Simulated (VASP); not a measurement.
The system is Ti.

```
Ti
1.0
    -1.64100    1.64100    1.64100
     1.64100   -1.64100    1.64100
     1.64100    1.64100   -1.64100
Ti
1
Direct
  0.00000 0.00000 0.00000
```

```yaml
Program: VASP 6.6.1
Task: relaxation of cell and atoms
Functional: PBEsol
Potentials_or_basis: VASP PAW PBE potentials, release 64 (Ti_sv)
Cutoff: 500 eV
k_mesh: 18 × 18 × 18
Occupations: gaussian, width 0.1 eV
Spin: no spin polarisation
```

At the start: pressure -7.0 GPa; volume 17.68 Å³/atom.

Problem. How do energy, volume and symmetry change on relaxing?

Solution. Over 3 steps the energy falls by 26.8 meV/atom and the volume is 16.50 Å³/atom (-6.6 %); space group Im-3m (No. 229, to 0.05 Å).

Step by step:
| step | energy change (eV) | largest force (eV/Å) | pressure (GPa) | volume (Å³) |
| --- | --- | --- | --- | --- |
| 1 | 0.0000 | 0.0000 | -6.95 | 17.68 |
| 2 | -0.0152 | 0.0000 | 5.38 | 15.79 |
| 3 | -0.0268 | 0.0000 | -0.02 | 16.50 |

Final structure:
```
Ti
1.0
    -1.60386    1.60386    1.60386
     1.60386   -1.60386    1.60386
     1.60386    1.60386   -1.60386
Ti
1
Direct
  0.00000 0.00000 0.00000
```

Caveat: the PAW data sets were made with another functional, which shifts forces and pressure a little.
